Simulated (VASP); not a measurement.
RbBr:

```xyz
2
Lattice="0.0000 3.5087 3.5087 3.5087 0.0000 3.5087 3.5087 3.5087 0.0000" Properties=species:S:1:pos:R:3 pbc="T T T"
Rb    0.0000    0.0000    0.0000
Br    3.5087    3.5087    3.5087
```

Base run:

| Property | Result |
| --- | --- |
| Program | VASP 6.6.1 |
| Functional | PBE |
| Potentials or basis | VASP PAW PBE potentials, release 64 (Rb_sv, Br) |
| Cutoff | 500 eV |
| k mesh | 6 × 6 × 6 |
| Occupations | gaussian, width 0.01 eV |
| Spin | no spin polarisation |

Its results: band gap on the k mesh 4.19 eV; pressure 0.0 GPa.

The run is repeated on the same cell with these changes: functional from PBE to r2SCAN; cutoff from 500 eV to 550 eV; occupations from gaussian, width 0.01 eV to gaussian, width 0.02 eV. What comes out?

Band gap on the k mesh 4.79 eV; pressure -0.5 GPa.

Caveats: the PAW data sets were made with another functional, which shifts forces and pressure a little (at least some runs).

